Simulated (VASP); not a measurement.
# Si8O in VASP: single point with PBE+D3(BJ)

Aim: the single point of Si8O with PBE+D3(BJ).

Everything below comes from runs of VASP 6.6.1. Logs are shortened: lines on timing, memory, paths and dates and some standing lists are left out, and cuts for length are marked.

## Step 1: The cell of the first run

The cell holds a slab with vacuum, 9 atoms: a = 3.816 Å, b = 6.313 Å, c = 21.332 Å, α = 90.00°, β = 90.00°, γ = 90.00°.

## Step 2: Single point, PBE+D3(BJ), collinear spin, ferromagnetic start

INCAR

```
SYSTEM = Si8O
PREC = Accurate
ENCUT = 520
EDIFF = 1E-6
ISMEAR = 0
SIGMA = 0.05
LREAL = .FALSE.
LASPH = .TRUE.
NELM = 150
ALGO = Normal
ISIF = 2
LWAVE = .FALSE.
LCHARG = .FALSE.
ISPIN = 2
MAGMOM = 0 0 0 0 0 0 0 0 2
LORBIT = 11
LDIPOL = .TRUE.
IDIPOL = 3
DIPOL = 0.5 0.5 0.311
GGA = PE
IVDW = 12
NBANDS = 33
```

KPOINTS

```
regular mesh
0
G
  7 4 1
  0 0 0
```

POSCAR

```
Si8O
1.0
    3.8155170209      0.0000000000      0.0000000000
    0.0000000000      6.3129357835      0.0000000000
    0.0000000000      0.0000000000     21.3318711348
Si O
8 1
Direct
    0.0000000000      0.9369021389      0.1875128522
    0.0000000000      0.5630978611      0.1875128522
    0.5000000000      0.4369021389      0.2391466205
    0.5000000000      0.0630978611      0.2391466205
    0.5000000000      0.9332664455      0.3430438269
    0.5000000000      0.5667335545      0.3430438269
    0.0000000000      0.4266292811      0.3858954089
    0.0000000000      0.0733707189      0.3858954089
    0.5000000000      0.7599626144      0.4890274777
```

Potentials or basis: VASP PAW PBE potentials, release 64 (Si, O).

Command:

```bash
$ cat potpaw_PBE.64/Si/POTCAR potpaw_PBE.64/O/POTCAR > POTCAR
$ mpirun -np 1 vasp_std > vasp.out
```

OUTCAR:

```text
SYSTEM = Si8O
   PREC = Accurate
   ENCUT = 520
   EDIFF = 1E-6
   ISMEAR = 0
   LREAL = .FALSE.
   LASPH = .TRUE.
   NELM = 150
   ISIF = 2
   ISPIN = 2
   LORBIT = 11
   GGA = PE
   IVDW = 12
 IVDW          = 12

 ion  position               nearest neighbor table
   1  0.000  0.937  0.188-   4 2.34   4 2.34   2 2.36
   2  0.000  0.563  0.188-   3 2.34   3 2.34   1 2.36
   3  0.500  0.437  0.239-   2 2.34   2 2.34   4 2.36   6 2.36
   4  0.500  0.063  0.239-   1 2.34   1 2.34   3 2.36   5 2.36
   5  0.500  0.933  0.343-   8 2.29   8 2.29   6 2.31   4 2.36
   6  0.500  0.567  0.343-   7 2.29   7 2.29   5 2.31   3 2.36
   7  0.000  0.427  0.386-   8 2.23   6 2.29   6 2.29
   8  0.000  0.073  0.386-   7 2.23   5 2.29   5 2.29
   9  0.500  0.760  0.489-

  LATTYP: Found a simple orthorhombic cell.
 ALAT       =     3.8155170209
 B/A-ratio  =     1.6545426869
 C/A-ratio  =     5.5908205934

  Lattice vectors:

 A1 = (   3.8155170209,   0.0000000000,   0.0000000000)
 A2 = (   0.0000000000,   6.3129357835,   0.0000000000)
 A3 = (   0.0000000000,   0.0000000000,  21.3318711348)

Analysis of symmetry for initial positions (statically):
=====================================================================
 Subroutine PRICEL returns:
 Original cell was already a primitive cell.

 Routine SETGRP: Setting up the symmetry group for a
 simple orthorhombic supercell.

 Subroutine GETGRP returns: Found  2 space group operations
 (whereof  2 operations were pure point group operations)
 out of a pool of  8 trial point group operations.

The static configuration has the point symmetry C_1h.

Analysis of symmetry for dynamics (positions and initial velocities):
=====================================================================
 Subroutine PRICEL returns:
 Original cell was already a primitive cell.

 Routine SETGRP: Setting up the symmetry group for a
 simple orthorhombic supercell.

 Subroutine GETGRP returns: Found  2 space group operations
 (whereof  2 operations were pure point group operations)
 out of a pool of  8 trial point group operations.

The dynamic configuration has the point symmetry C_1h.

Analysis of structural, dynamic, and magnetic symmetry:
=====================================================================
 Subroutine PRICEL returns:
 Original cell was already a primitive cell.

 Routine SETGRP: Setting up the symmetry group for a
 simple orthorhombic supercell.

 Subroutine GETGRP returns: Found  2 space group operations
 (whereof  2 operations were pure point group operations)
 out of a pool of  8 trial point group operations.

The overall configuration has the point symmetry C_1h.

 Subroutine INISYM returns: Found  2 space group operations
 (whereof  2 operations are pure point group operations),
 and found     1 'primitive' translations

----------------------------------------------------------------------------------------

                                     Primitive cell

  volume of cell :     513.8232

  direct lattice vectors                    reciprocal lattice vectors
     3.815517021  0.000000000  0.000000000     0.262087679  0.000000000  0.000000000
     0.000000000  6.312935784  0.000000000     0.000000000  0.158404906  0.000000000
     0.000000000  0.000000000 21.331871135     0.000000000  0.000000000  0.046878213

  length of vectors
     3.815517021  6.312935784 21.331871135     0.262087679  0.158404906  0.046878213

  position of ions in fractional coordinates (direct lattice)
     0.000000000  0.936902139  0.187512852
     0.000000000  0.563097861  0.187512852
     0.500000000  0.436902139  0.239146621
     0.500000000  0.063097861  0.239146621
     0.500000000  0.933266446  0.343043827
     0.500000000  0.566733554  0.343043827
     0.000000000  0.426629281  0.385895409
     0.000000000  0.073370719  0.385895409
     0.500000000  0.759962614  0.489027478

  ion indices of the primitive-cell ions
   primitive index   ion index
                 1           1
                 2           2
                 3           3
                 4           4
                 5           5
                 6           6
                 7           7
                 8           8
                 9           9

----------------------------------------------------------------------------------------

 KPOINTS: regular mesh

Automatic generation of k-mesh.
 Grid dimensions read from file:
 generate k-points for:    7    4    1

 Generating k-lattice:

  Cartesian coordinates                     Fractional coordinates (reciprocal lattice)
     0.037441097  0.000000000  0.000000000     0.142857143  0.000000000  0.000000000
     0.000000000  0.039601227  0.000000000     0.000000000  0.250000000  0.000000000
     0.000000000  0.000000000  0.046878213     0.000000000  0.000000000  1.000000000

  Length of vectors
     0.037441097  0.039601227  0.046878213

  Shift w.r.t. Gamma in fractional coordinates (k-lattice)
     0.000000000  0.000000000  0.000000000

 Subroutine IBZKPT returns following result:
 ===========================================

 Found     12 irreducible k-points:

 Following reciprocal coordinates:
            Coordinates               Weight
  0.000000  0.000000  0.000000      1.000000
  0.142857  0.000000  0.000000      2.000000
  0.285714  0.000000  0.000000      2.000000
  0.428571  0.000000  0.000000      2.000000
  0.000000  0.250000  0.000000      2.000000
  0.142857  0.250000  0.000000      4.000000
  0.285714  0.250000  0.000000      4.000000
  0.428571  0.250000  0.000000      4.000000
  0.000000  0.500000  0.000000      1.000000
  0.142857  0.500000  0.000000      2.000000
  0.285714  0.500000  0.000000      2.000000
  0.428571  0.500000  0.000000      2.000000
   k-points           NKPTS =     12   k-points in BZ     NKDIM =     12   number of bands    NBANDS=     33
   number of dos      NEDOS =    301   number of ions     NIONS =      9
   total plane-waves  NPLWV = 215040
   dimension x,y,z NGX =    28 NGY =   48 NGZ =  160
   dimension x,y,z NGXF=    56 NGYF=   96 NGZF=  320
   ions per type =               8   1
   NGX,Y,Z   is equivalent  to a cutoff of  12.20, 12.64, 12.47 a.u.
   NGXF,Y,Z  is equivalent  to a cutoff of  24.40, 25.28, 24.94 a.u.
 SYSTEM =  Si8O
   PREC   = accura    normal or accurate (medium, high low for compatibility)
   ISTART =      0    job   : 0-new  1-cont  2-samecut
   ICHARG =      2    charge: 1-file 2-atom 10-const
   ISPIN  =      2    spin polarized calculation?
   LNONCOLLINEAR =      F non collinear calculations
   LSORBIT =      F    spin-orbit coupling
   LASPH  =      T    aspherical Exc in radial PAW
   ENCUT  =  520.0 eV  38.22 Ry    6.18 a.u.   7.09 11.74 39.66*2*pi/ulx,y,z
   NELM   =    150;   NELMIN=  2; NELMDL= -5     # of ELM steps
   EDIFF  = 0.1E-05   stopping-criterion for ELM
   LREAL  =      F    real-space projection
   EDIFFG = 0.1E-04   stopping-criterion for IOM
   NSW    =      0    number of steps for IOM
   IBRION =     -1    ionic relax: 0-MD 1-quasi-New 2-CG
   NFREE  =      0    steps in history (QN), initial steepest desc. (CG)
   ISIF   =      2    stress and relaxation
   ISYM   =      2    0-nonsym 1-usesym 2-fastsym
   POTIM  = 0.5000    time-step for ionic-motion
   TEBEG  =    0.0;   TEEND  =   0.0 temperature during run
   PSTRESS=    0.0 pullay stress
   NELECT =      38.0000    total number of electrons
   NUPDOWN=      -1.0000    fix difference up-down
   EMIN   =  10.00;   EMAX   =-10.00  energy-range for DOS
   EFERMI =   0.00;   METHOD = LEGACY
   ISMEAR =     0;   SIGMA  =   0.05  broadening in eV -4-tet -1-fermi 0-gaus
   EFERMI_NEDOS =   21; number of points for ismear=-14 and -15
   IALGO  =     38    algorithm
   IMIX   =      4    mixing-type and parameters
     AMIX     =   0.40;   BMIX     =  1.00
     AMIX_MAG =   1.60;   BMIX_MAG =  1.00
  volume/ion in A,a.u.               =      57.09       385.27
  Fermi-wavevector in a.u.,A,eV,Ry     =   0.687171  1.298565  6.424724  0.472204
  Thomas-Fermi vector in A             =   1.767609
   LORBIT       =     11    0 simple, 1 ext, 2 COOP (PROOUT), +10 PAW based schemes
   GGA     = PE    functional components
   LHFCALC =     F    Hartree Fock is set to
   AEXX    =    0.0000 exact exchange contribution
   IVDW    =    12    specifies the selected vdW correction
   LEPSILON=     F    determine dielectric tensor
   LRPA    =     F    only Hartree local field effects (RPA)
 spin polarized calculation
 Gauss-broadening in eV      SIGMA  =   0.05
  energy-cutoff  :      520.00
  volume of cell :      513.82
 maximum number of plane-waves:     13860
   NGX = 15   NGY = 23   NGZ = 79

 dipolmoment           0.000000      0.000000     -0.036083 electrons x Angstroem

 number of electron      38.0000000 magnetization       1.8389569

 dipolmoment           0.000000      0.000000      0.253573 electrons x Angstroem

 Free energy of the ion-electron system (eV)
  ---------------------------------------------------
  ext. energy  EPLUGINS =         0.00000000
  ---------------------------------------------------
  free energy    TOTEN  =       -41.93387651 eV

  energy without entropy =      -41.92652160  energy(sigma->0) =      -41.93019906

 E-fermi :  -1.9188     XC(G=0):  -3.8838

 val. band max:       -1.9229372447   @ k =   0.1429   0.2500   0.0000
 cond. band min:      -1.9054401733   @ k =   0.4286   0.2500   0.0000
 fundamental gap:      0.0174970714
 Fermi energy:        -1.9187564827

 spin component 1

 k-point     1 :       0.0000    0.0000    0.0000
  band No.  band energies     occupation
      1     -19.4483      1.00000
      2     -13.6335      1.00000
      3     -12.3145      1.00000
      4     -11.2618      1.00000
      5      -9.8593      1.00000
      6      -9.2477      1.00000
[... 397 lines left out ...]
     30       2.9277      0.00000
     31       3.1562      0.00000
 Fermi energy:        -1.9187564827

 spin component 2

 k-point     1 :       0.0000    0.0000    0.0000
  band No.  band energies     occupation
      1     -16.6661      1.00000
      2     -13.6022      1.00000
      3     -12.2886      1.00000
      4     -11.2437      1.00000
      5      -9.8463      1.00000
      6      -9.1989      1.00000
[... 397 lines left out ...]
     30       2.9999      0.00000
     31       3.1777      0.00000
 [bands above 31 left out]

------------------------ aborting loop because EDIFF is reached ----------------------------------------

 vacuum level on the upper side and lower side of the slab       (xc-potential included)         0.926        -0.972

 Edisp (eV)   -2.18394

 E8    (eV) :    -0.9383

  FORCE on cell =-STRESS in cart. coord.  units (eV):
  Direction    XX          YY          ZZ          XY          YZ          ZX
  --------------------------------------------------------------------------------------
  -------------------------------------------------------------------------------------
  Total       0.91471    -1.74192    -3.00334     0.00000     0.09693     0.00000
  in kB       2.85219    -5.43157    -9.36485     0.00000     0.30225     0.00000
  external pressure =       -3.98 kB  Pullay stress =        0.00 kB

 VOLUME and BASIS-vectors are now :
 -----------------------------------------------------------------------------
  energy-cutoff  :      520.00
  volume of cell :      513.82
      direct lattice vectors                 reciprocal lattice vectors
     3.815517021  0.000000000  0.000000000     0.262087679  0.000000000  0.000000000
     0.000000000  6.312935784  0.000000000     0.000000000  0.158404906  0.000000000
     0.000000000  0.000000000 21.331871135     0.000000000  0.000000000  0.046878213

 POSITION                                       TOTAL-FORCE (eV/Angst)
 -----------------------------------------------------------------------------------
      0.00000      5.91460      4.00000         0.000000     -0.741497      0.610725
      0.00000      3.55480      4.00000         0.000000      0.747137      0.625528
      1.90776      2.75814      5.10144         0.000000     -0.014015     -0.637841
      1.90776      0.39833      5.10144         0.000000      0.002844     -0.670028
      1.90776      5.89165      7.31777         0.000000     -0.017201      0.152750
      1.90776      3.57775      7.31777         0.000000     -0.003588      0.154013
      0.00000      2.69328      8.23187         0.000000      0.337462      0.201329
      0.00000      0.46318      8.23187         0.000000     -0.341829      0.265065
      1.90776      4.79760     10.43187         0.000000      0.030688     -0.701541
 -----------------------------------------------------------------------------------
    total drift:                                0.000000     -0.000009     -0.000010

  FREE ENERGIE OF THE ION-ELECTRON SYSTEM (eV)
  ---------------------------------------------------
  free  energy   TOTEN  =       -44.1178173002 eV

  energy  without entropy=      -44.1104623870  energy(sigma->0) =      -44.11413984

 vacuum level on the upper side and lower side of the slab         4.646         2.709

 total charge

# of ion       s       p       d       tot
------------------------------------------
    1        0.791   0.851   0.000   1.642
    2        0.791   0.851   0.000   1.641
    3        0.762   0.908   0.000   1.669
    4        0.763   0.907   0.000   1.669
    5        0.759   0.939   0.000   1.698
    6        0.759   0.939   0.000   1.698
    7        0.787   0.888   0.000   1.676
    8        0.786   0.890   0.000   1.675
    9        1.614   2.998   0.000   4.612
--------------------------------------------------
tot          7.811  10.170   0.000  17.981

 magnetization (x)

# of ion       s       p       d       tot
------------------------------------------
    1       -0.001   0.005   0.000   0.004
    2        0.000   0.011   0.000   0.011
    3        0.001   0.004   0.000   0.005
    4       -0.000   0.006   0.000   0.005
    5        0.000   0.004   0.000   0.005
    6       -0.000   0.003   0.000   0.003
    7        0.003   0.026   0.000   0.030
    8        0.003   0.017   0.000   0.020
    9        0.014   1.272   0.000   1.287
--------------------------------------------------
tot          0.021   1.349   0.000   1.370
```

Wall time 42 min (1 thread of Intel Xeon 8259CL, shared host); peak memory 0.84 GiB.

Results:

* Free energy: -44.1178 eV
* Largest force: 0.974 eV/Å
* Net moment: 1.84 μB per cell
* Site moments: Si +0.00, +0.01, +0.03, +0.02 (each value once); O +1.29 μB
* Valence electrons inside the program's atomic spheres: Si 1.64, 1.67, 1.70, 1.68 (each value once); O 4.61
* Dispersion energy per atom: -0.243 eV

Forces in eV/Å, atoms in the order of the input:
```
Si   0.000 -0.741  0.611
Si   0.000  0.747  0.626
Si   0.000 -0.014 -0.638
Si   0.000  0.003 -0.670
Si   0.000 -0.017  0.153
Si   0.000 -0.004  0.154
Si   0.000  0.337  0.201
Si   0.000 -0.342  0.265
O    0.000  0.031 -0.702
```
